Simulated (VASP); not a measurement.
# P (Im-3m) in VASP: further runs

Runs on P. Level: r2SCAN+D3(BJ). Tasks: single point.

Program: VASP 6.6.1. These are calculated values, not measurements. Logs are shortened: lines on timing, memory, paths and dates and some standing lists are left out, and cuts for length are marked.

### 1 The cell of the first run

It takes space group Im-3m (No. 229, cubic). The conventional cell has a = 2.668 Å, b = 2.668 Å, c = 2.668 Å, α = 90.00°, β = 90.00°, γ = 90.00°. Within 3.1 Å of P (site symmetry m-3m) lie 14 P at 2.31 to 2.67 Å.

This isn't the form of P at room conditions, which is orthorhombic.

### 2 Single point, r2SCAN+D3(BJ) (9.50 Å³/atom)

Input file POSCAR:

```
P
1.0
   -1.3340047377      1.3340047377      1.3340047377
    1.3340047377     -1.3340047377      1.3340047377
    1.3340047377      1.3340047377     -1.3340047377
P
1
Direct
    0.0000000000      0.0000000000      0.0000000000
```

Input file INCAR.step1:

```
PREC     = Accurate       # precision mode
ENCUT    = 520            # plane-wave cutoff, eV
ISMEAR   = 0              # smearing method
SIGMA    = 0.05           # smearing width, eV
LREAL    = F              # projectors in reciprocal space
LASPH    = T              # aspherical terms in the spheres
NELM     = 60             # most SCF steps
NBANDS   = 8              # bands
GGA      = PE             # functional
ALGO     = Normal         # electronic algorithm
EDIFF    = 1E-4           # SCF threshold, eV
LWAVE    = T              # write WAVECAR
LCHARG   = F              # write CHGCAR
```

Input file INCAR.step2:

```
PREC     = Accurate       # precision mode
ENCUT    = 520            # plane-wave cutoff, eV
EDIFF    = 1E-6           # SCF threshold, eV
ISMEAR   = 0              # smearing method
SIGMA    = 0.05           # smearing width, eV
LREAL    = F              # projectors in reciprocal space
LASPH    = T              # aspherical terms in the spheres
NELM     = 60             # most SCF steps
ALGO     = Normal         # electronic algorithm
ISIF     = 2              # what is computed and relaxed
LWAVE    = F              # write WAVECAR
LCHARG   = F              # write CHGCAR
METAGGA  = R2SCAN         # meta-GGA
LMIXTAU  = T            
IVDW     = 12             # dispersion correction
VDW_S6   = 1.0          
VDW_S8   = 0.78981345   
VDW_A1   = 0.49484001   
VDW_A2   = 5.73083694   
NBANDS   = 8              # bands
ISTART   = 1
```

Input file KPOINTS:

```
regular mesh
0
Gamma
  24 24 24
```

Potentials or basis: VASP PAW PBE potentials, release 64 (P).

Command:

```console
$ cat potpaw_PBE.64/P/POTCAR > POTCAR
$ cp INCAR.step1 INCAR
$ mpirun -np 1 vasp_std > vasp.out
$ cp INCAR.step2 INCAR
$ mpirun -np 1 vasp_std > vasp.out
```

OUTCAR:

```text
PREC = Accurate
   ENCUT = 520
   EDIFF = 1E-6
   ISMEAR = 0
   LREAL = F
   LASPH = T
   NELM = 60
   ISIF = 2
   METAGGA = R2SCAN
   IVDW = 12
   ISTART = 1
 IVDW          = 12

 ion  position               nearest neighbor table
   1  0.000  0.000  0.000-

  LATTYP: Found a body centered cubic cell.
 ALAT       =     2.6680094754

  Lattice vectors:

 A1 = (  -1.3340047377,   1.3340047377,   1.3340047377)
 A2 = (   1.3340047377,  -1.3340047377,   1.3340047377)
 A3 = (   1.3340047377,   1.3340047377,  -1.3340047377)

Analysis of symmetry for initial positions (statically):
=====================================================================
 Subroutine PRICEL returns:
 Original cell was already a primitive cell.

 Routine SETGRP: Setting up the symmetry group for a
 body centered cubic supercell.

 Subroutine GETGRP returns: Found 48 space group operations
 (whereof 48 operations were pure point group operations)
 out of a pool of 48 trial point group operations.

The static configuration has the point symmetry O_h .

Analysis of symmetry for dynamics (positions and initial velocities):
=====================================================================
 Subroutine PRICEL returns:
 Original cell was already a primitive cell.

 Routine SETGRP: Setting up the symmetry group for a
 body centered cubic supercell.

 Subroutine GETGRP returns: Found 48 space group operations
 (whereof 48 operations were pure point group operations)
 out of a pool of 48 trial point group operations.

The dynamic configuration has the point symmetry O_h .

 Subroutine INISYM returns: Found 48 space group operations
 (whereof 48 operations are pure point group operations),
 and found     1 'primitive' translations

----------------------------------------------------------------------------------------

                                     Primitive cell

  volume of cell :       9.4958

  direct lattice vectors                    reciprocal lattice vectors
    -1.334004738  1.334004738  1.334004738     0.000000000  0.374811263  0.374811263
     1.334004738 -1.334004738  1.334004738     0.374811263  0.000000000  0.374811263
     1.334004738  1.334004738 -1.334004738     0.374811263  0.374811263  0.000000000

  length of vectors
     2.310563983  2.310563983  2.310563983     0.530063171  0.530063171  0.530063171

  position of ions in fractional coordinates (direct lattice)
     0.000000000  0.000000000  0.000000000

  ion indices of the primitive-cell ions
   primitive index   ion index
                 1           1

----------------------------------------------------------------------------------------

 KPOINTS: regular mesh

Automatic generation of k-mesh.
 Grid dimensions read from file:
 generate k-points for:   24   24   24

 Generating k-lattice:

  Cartesian coordinates                     Fractional coordinates (reciprocal lattice)
     0.000000000  0.015617136  0.015617136     0.041666667  0.000000000  0.000000000
     0.015617136  0.000000000  0.015617136     0.000000000  0.041666667  0.000000000
     0.015617136  0.015617136  0.000000000     0.000000000  0.000000000  0.041666667

  Length of vectors
     0.022085965  0.022085965  0.022085965

  Shift w.r.t. Gamma in fractional coordinates (k-lattice)
     0.000000000  0.000000000  0.000000000

 Subroutine IBZKPT returns following result:
 ===========================================

 Found    413 irreducible k-points:

 Following reciprocal coordinates:
            Coordinates               Weight
  0.000000  0.000000  0.000000      1.000000
  0.041667  0.000000  0.000000     12.000000
  0.083333  0.000000  0.000000     12.000000
  0.125000  0.000000  0.000000     12.000000
  0.166667  0.000000  0.000000     12.000000
  0.208333  0.000000  0.000000     12.000000
[... 16 lines left out ...]
  0.416667  0.041667  0.000000     48.000000
  0.458333  0.041667  0.000000     48.000000
 [... further k-points ...]
   k-points           NKPTS =    413   k-points in BZ     NKDIM =    413   number of bands    NBANDS=      8
   number of dos      NEDOS =    301   number of ions     NIONS =      1
   total plane-waves  NPLWV =   5832
   dimension x,y,z NGX =    18 NGY =   18 NGZ =   18
   dimension x,y,z NGXF=    36 NGYF=   36 NGZF=   36
   ions per type =               1
   NGX,Y,Z   is equivalent  to a cutoff of  12.95, 12.95, 12.95 a.u.
   NGXF,Y,Z  is equivalent  to a cutoff of  25.90, 25.90, 25.90 a.u.
 SYSTEM =  unknown system
   PREC   = accura    normal or accurate (medium, high low for compatibility)
   ISTART =      1    job   : 0-new  1-cont  2-samecut
   ICHARG =      0    charge: 1-file 2-atom 10-const
   ISPIN  =      1    spin polarized calculation?
   LNONCOLLINEAR =      F non collinear calculations
   LSORBIT =      F    spin-orbit coupling
   LASPH  =      T    aspherical Exc in radial PAW
   ENCUT  =  520.0 eV  38.22 Ry    6.18 a.u.   4.30  4.30  4.30*2*pi/ulx,y,z
   NELM   =     60;   NELMIN=  2; NELMDL=  0     # of ELM steps
   EDIFF  = 0.1E-05   stopping-criterion for ELM
   LREAL  =      F    real-space projection
   EDIFFG = 0.1E-04   stopping-criterion for IOM
   NSW    =      0    number of steps for IOM
   IBRION =     -1    ionic relax: 0-MD 1-quasi-New 2-CG
   NFREE  =      0    steps in history (QN), initial steepest desc. (CG)
   ISIF   =      2    stress and relaxation
   ISYM   =      2    0-nonsym 1-usesym 2-fastsym
   POTIM  = 0.5000    time-step for ionic-motion
   TEBEG  =    0.0;   TEEND  =   0.0 temperature during run
   PSTRESS=    0.0 pullay stress
   NELECT =       5.0000    total number of electrons
   NUPDOWN=      -1.0000    fix difference up-down
   EMIN   =  10.00;   EMAX   =-10.00  energy-range for DOS
   EFERMI =   0.00;   METHOD = LEGACY
   ISMEAR =     0;   SIGMA  =   0.05  broadening in eV -4-tet -1-fermi 0-gaus
   EFERMI_NEDOS =   21; number of points for ismear=-14 and -15
   IALGO  =     38    algorithm
   IMIX   =      4    mixing-type and parameters
     AMIX     =   0.40;   BMIX     =  1.00
     AMIX_MAG =   1.60;   BMIX_MAG =  1.00
  volume/ion in A,a.u.               =       9.50        64.08
  Fermi-wavevector in a.u.,A,eV,Ry     =   1.321968  2.498156 23.777517  1.747598
  Thomas-Fermi vector in A             =   2.451683
   LORBIT       =      0    0 simple, 1 ext, 2 COOP (PROOUT), +10 PAW based schemes
   METAGGA = R2SCAN    functional components
   LHFCALC =     F    Hartree Fock is set to
   AEXX    =    0.0000 exact exchange contribution
   IVDW    =    12    specifies the selected vdW correction
   LEPSILON=     F    determine dielectric tensor
   LRPA    =     F    only Hartree local field effects (RPA)
 non-spin polarized calculation
 Gauss-broadening in eV      SIGMA  =   0.05
  energy-cutoff  :      520.00
  volume of cell :        9.50
 maximum number of plane-waves:       268
 NGX is ok and might be reduce to    18
   NGX =  9   NGY =  9   NGZ =  9

 number of electron       4.9999999 magnetization

 Free energy of the ion-electron system (eV)
  ---------------------------------------------------
  ext. energy  EPLUGINS =         0.00000000
  ---------------------------------------------------
  free energy    TOTEN  =        -7.17792507 eV

  energy without entropy =       -7.17747383  energy(sigma->0) =       -7.17769945

 E-fermi :  17.0345     XC(G=0): -14.4293

 val. band max:       17.0255262082   @ k =   0.3333   0.1250   0.0417
 cond. band min:      17.0496823244   @ k =  -0.2500   0.2500   0.0417
 fundamental gap:      0.0241561162
 Fermi energy:        17.0345161764

 k-point     1 :       0.0000    0.0000    0.0000
  band No.  band energies     occupation
      1      -5.7658      2.00000
      2      29.8720      0.00000
      3      29.8720      0.00000
      4      29.8720      0.00000
      5      30.7438      0.00000
      6      30.7438      0.00000
      7      30.7438      0.00000
      8      36.3677      0.00000

 k-point     2 :       0.0417    0.0000    0.0000
  band No.  band energies     occupation
      1      -5.6921      2.00000
      2      28.5653      0.00000
      3      28.8152      0.00000
      4      29.7646      0.00000
      5      30.4937      0.00000
      6      31.6386      0.00000
      7      31.9268      0.00000
      8      35.6731      0.00000

 k-point     3 :       0.0833    0.0000    0.0000
  band No.  band energies     occupation
      1      -5.4709      2.00000
      2      26.5438      0.00000
      3      27.5424      0.00000
      4      29.4534      0.00000
      5      29.8436      0.00000
      6      32.3685      0.00000
      7      33.5780      0.00000
      8      34.7553      0.00000

 k-point     4 :       0.1250    0.0000    0.0000
  band No.  band energies     occupation
      1      -5.1026      2.00000
      2      24.2485      0.00000
      3      26.3761      0.00000
      4      28.9757      0.00000
      5      28.9836      0.00000
      6      32.2122      0.00000
      7      34.7446      0.00000
      8      35.3718      0.00000

 k-point     5 :       0.1667    0.0000    0.0000
  band No.  band energies     occupation
      1      -4.5880      2.00000
      2      21.8313      0.00000
      3      25.3310      0.00000
      4      28.0618      0.00000
      5      28.3929      0.00000
      6      31.4915      0.00000
      7      35.4304      0.00000
      8      36.1730      0.00000
[... 177 lines left out ...]
 k-point    22 :       0.3750    0.0417    0.0000
  band No.  band energies     occupation
      1       0.8617      2.00000
      2       9.3400      2.00000
      3      21.2067      0.00000
      4      23.5450      0.00000
      5      26.5541      0.00000
      6      28.8755      0.00000
      7      39.2325      0.00000
      8      41.7477      0.00000

 k-point    23 :       0.4167    0.0417    0.0000
  band No.  band energies     occupation
      1       2.2953      2.00000
      2       7.3898      2.00000
      3      20.9579      0.00000
      4      23.2848      0.00000
      5      26.3156      0.00000
      6      28.6494      0.00000
      7      40.3003      0.00000
      8      42.4425      0.00000

 k-point    24 :       0.4583    0.0417    0.0000
  band No.  band energies     occupation
      1       3.8620      2.00000
      2       5.5643      2.00000
      3      20.8335      0.00000
      4      23.1541      0.00000
      5      26.1955      0.00000
      6      28.5352      0.00000
      7      41.2311      0.00000
      8      42.5195      0.00000

 [... further k-points ...]

------------------------ aborting loop because EDIFF is reached ----------------------------------------

 Edisp (eV)   -0.35153

 E8    (eV) :    -0.1006

  FORCE on cell =-STRESS in cart. coord.  units (eV):
  Direction    XX          YY          ZZ          XY          YZ          ZX
  --------------------------------------------------------------------------------------
  -------------------------------------------------------------------------------------
  Total       4.47005     4.47005     4.47005    -0.00000    -0.00000     0.00000
  in kB     754.20822   754.20822   754.20822    -0.00000    -0.00000     0.00000
  external pressure =      754.21 kB  Pullay stress =        0.00 kB

 VOLUME and BASIS-vectors are now :
 -----------------------------------------------------------------------------
  energy-cutoff  :      520.00
  volume of cell :        9.50
      direct lattice vectors                 reciprocal lattice vectors
    -1.334004738  1.334004738  1.334004738     0.000000000  0.374811263  0.374811263
     1.334004738 -1.334004738  1.334004738     0.374811263  0.000000000  0.374811263
     1.334004738  1.334004738 -1.334004738     0.374811263  0.374811263  0.000000000

 POSITION                                       TOTAL-FORCE (eV/Angst)
 -----------------------------------------------------------------------------------
      0.00000      0.00000      0.00000        -0.000000     -0.000000     -0.000000
 -----------------------------------------------------------------------------------
    total drift:                               -0.000000     -0.000000      0.000000

  FREE ENERGIE OF THE ION-ELECTRON SYSTEM (eV)
  ---------------------------------------------------
  free  energy   TOTEN  =        -7.5294590269 eV

  energy  without entropy=       -7.5290077916  energy(sigma->0) =       -7.52923341
```

Run time: 52 s. Hardware: 1 thread of Intel Xeon 6975P-C (Granite Rapids), shared host; peak memory 0.14 GiB.

Results:

| Item | Value |
| --- | --- |
| Free energy | -7.5295 eV |
| Pressure | 75.4 GPa |
| Band gap on the k mesh | zero (an odd number of electrons rules out a gap without spin polarisation) |
| Dispersion energy per atom | -0.352 eV |

Levels at points of the mesh, in eV from the Fermi level:
| k point | band 1 | band 2 | band 3 | band 4 | band 5 | band 6 | band 7 | band 8 |
| --- | --- | --- | --- | --- | --- | --- | --- | --- |
| (0.00, 0.00, 0.00) | -22.80 | 12.84 | 12.84 | 12.84 | 13.71 | 13.71 | 13.71 | 19.33 |
| (0.50, 0.00, 0.00) | -12.44 | -12.34 | 4.38 | 6.89 | 8.22 | 10.90 | 24.69 | 25.93 |
| (0.50, 0.50, 0.50) | -4.06 | -4.06 | -4.06 | -0.18 | -0.18 | -0.03 | 30.94 | 30.94 |

Caveat: the cell stands under pressure; the PAW data sets were made with another functional, which shifts forces and pressure a little.

### 3 Single point, r2SCAN+D3(BJ) (12.29 Å³/atom)

This run uses another cell than the first one, of 12.29 Å³/atom.

Input file POSCAR:

```
P
1.0
   -1.4537239934      1.4537239934      1.4537239934
    1.4537239934     -1.4537239934      1.4537239934
    1.4537239934      1.4537239934     -1.4537239934
P
1
Direct
    0.0000000000      0.0000000000      0.0000000000
```

Input file INCAR.step1:

```
SYSTEM = P
PREC     = Accurate       ! precision mode
ENCUT    = 520            ! plane-wave cutoff, eV
ISMEAR   = 0              ! smearing method
SIGMA    = 0.05           ! smearing width, eV
LREAL    = .False.        ! projectors in reciprocal space
LASPH    = .True.         ! aspherical terms in the spheres
NELM     = 60             ! most SCF steps
NBANDS   = 8              ! bands
GGA      = PE             ! functional
ALGO     = Normal         ! electronic algorithm
EDIFF    = 1E-4           ! SCF threshold, eV
LWAVE    = .True.         ! write WAVECAR
LCHARG   = .False.        ! write CHGCAR
```

Input file INCAR.step2:

```
SYSTEM = P
PREC     = Accurate       ! precision mode
ENCUT    = 520            ! plane-wave cutoff, eV
EDIFF    = 1E-6           ! SCF threshold, eV
ISMEAR   = 0              ! smearing method
SIGMA    = 0.05           ! smearing width, eV
LREAL    = .False.        ! projectors in reciprocal space
LASPH    = .True.         ! aspherical terms in the spheres
NELM     = 60             ! most SCF steps
ALGO     = Normal         ! electronic algorithm
ISIF     = 2              ! what is computed and relaxed
LWAVE    = .False.        ! write WAVECAR
LCHARG   = .True.         ! write CHGCAR
METAGGA  = R2SCAN         ! meta-GGA
LMIXTAU  = .True.       
IVDW     = 12             ! dispersion correction
VDW_S6   = 1.0          
VDW_S8   = 0.78981345   
VDW_A1   = 0.49484001   
VDW_A2   = 5.73083694   
LELF     = .True.         ! ELF
LVHAR    = .True.       
NBANDS   = 8              ! bands
ISTART   = 1
```

Input file KPOINTS:

```
Automatic mesh
0
Gamma
  22 22 22
  0 0 0
```

Potentials or basis: VASP PAW PBE potentials, release 64 (P).

Command:

```console
$ cat potpaw_PBE.64/P/POTCAR > POTCAR
$ cp INCAR.step1 INCAR
$ mpirun -np 1 vasp_std > vasp.out
$ cp INCAR.step2 INCAR
$ mpirun -np 1 vasp_std > vasp.out
```

It took 51 s on 1 thread of Intel Xeon 6975P-C (Granite Rapids), shared host; peak memory 0.14 GiB.

It converged, with:

* Free energy: -8.2193 eV
* Pressure: 15.5 GPa
* Band gap on the k mesh: zero (an odd number of electrons rules out a gap without spin polarisation)
* Dispersion energy per atom: -0.271 eV

Levels at points of the mesh, in eV from the Fermi level:
```tsv
k point	band 1	band 2	band 3	band 4	band 5	band 6	band 7	band 8
(0.00, 0.00, 0.00)	-19.14	9.20	9.20	9.20	12.96	12.96	12.96	17.86
(0.50, 0.00, 0.00)	-11.06	-9.67	3.07	6.55	7.48	9.50	21.89	22.26
(0.50, 0.50, 0.50)	-3.29	-3.29	-3.29	-2.99	1.85	1.85	26.89	26.89
```

Caveat: the cell stands under pressure; the PAW data sets were made with another functional, which shifts forces and pressure a little.

### 4 Single point, r2SCAN+D3(BJ) (12.85 Å³/atom)

This run uses another cell than the first one, of 12.85 Å³/atom.

Input file POSCAR:

```
P
1.0
   -1.4754245658      1.4754245658      1.4754245658
    1.4754245658     -1.4754245658      1.4754245658
    1.4754245658      1.4754245658     -1.4754245658
P
1
Direct
    0.0000000000      0.0000000000      0.0000000000
```

Input file INCAR.step1:

```
SYSTEM = P
PREC = Accurate
ENCUT = 520
ISMEAR = 0
SIGMA = 0.05
LREAL = .False.
LASPH = .True.
NELM = 80
NBANDS = 8
GGA = PE
ALGO = Normal
EDIFF = 1E-4
LWAVE = .True.
LCHARG = .False.
```

Input file INCAR.step2:

```
SYSTEM = P
PREC = Accurate
ENCUT = 520
EDIFF = 1E-6
ISMEAR = 0
SIGMA = 0.05
LREAL = .False.
LASPH = .True.
NELM = 80
ALGO = Normal
ISIF = 2
LWAVE = .False.
LCHARG = .False.
METAGGA = R2SCAN
LMIXTAU = .True.
IVDW = 12
VDW_S6 = 1.0
VDW_S8 = 0.78981345
VDW_A1 = 0.49484001
VDW_A2 = 5.73083694
NBANDS = 8
ISTART = 1
```

Input file KPOINTS:

```
regular mesh
0
Gamma
  22 22 22
  0 0 0
```

Command:

```console
$ cat potpaw_PBE.64/P/POTCAR > POTCAR
$ cp INCAR.step1 INCAR
$ mpirun -np 1 vasp_std > vasp.out
$ cp INCAR.step2 INCAR
$ mpirun -np 1 vasp_std > vasp.out
```

It took 49 s on 1 thread of Intel Xeon 6975P-C (Granite Rapids), shared host; peak memory 0.14 GiB.

The run converged. Its results:

```
Free energy                : -8.2616 eV
Pressure                   : 9.0 GPa
Band gap on the k mesh     : zero (an odd number of electrons rules out a gap without spin polarisation)
Dispersion energy per atom : -0.259 eV
```

Levels at points of the mesh, in eV from the Fermi level:
| k point | band 1 | band 2 | band 3 | band 4 | band 5 | band 6 |
| --- | --- | --- | --- | --- | --- | --- |
| (0.00, 0.00, 0.00) | -18.58 | 8.67 | 8.67 | 8.67 | 12.83 | 12.83 |
| (0.50, 0.00, 0.00) | -10.89 | -9.25 | 2.88 | 6.27 | 7.56 | 9.30 |
| (0.50, 0.50, 0.50) | -3.41 | -3.17 | -3.17 | -3.17 | 2.14 | 2.14 |

Caveat: the cell stands under pressure; the PAW data sets were made with another functional, which shifts forces and pressure a little.

### 5 The runs side by side

| cell | k mesh | gap on the mesh (eV) | pressure (GPa) |
| --- | --- | --- | --- |
| a = 2.311 Å, angles 109.5°, 1 atom | 24 × 24 × 24 | none | 75.4 |
| a = 2.518 Å, angles 109.5°, 1 atom | 22 × 22 × 22 | none | 15.5 |
| a = 2.556 Å, angles 109.5°, 1 atom | 22 × 22 × 22 | none | 9.0 |

Alike in all rows: task single point; level r2SCAN+D3(BJ); potentials or basis VASP PAW PBE potentials, release 64 (P); no spin polarisation; cutoff (eV) 520; smearing gaussian 0.05 eV.

Caveats: the cell stands under pressure; the PAW data sets were made with another functional, which shifts forces and pressure a little.

Total energies depend on the potentials used, so only differences within one code and one set of settings carry meaning.
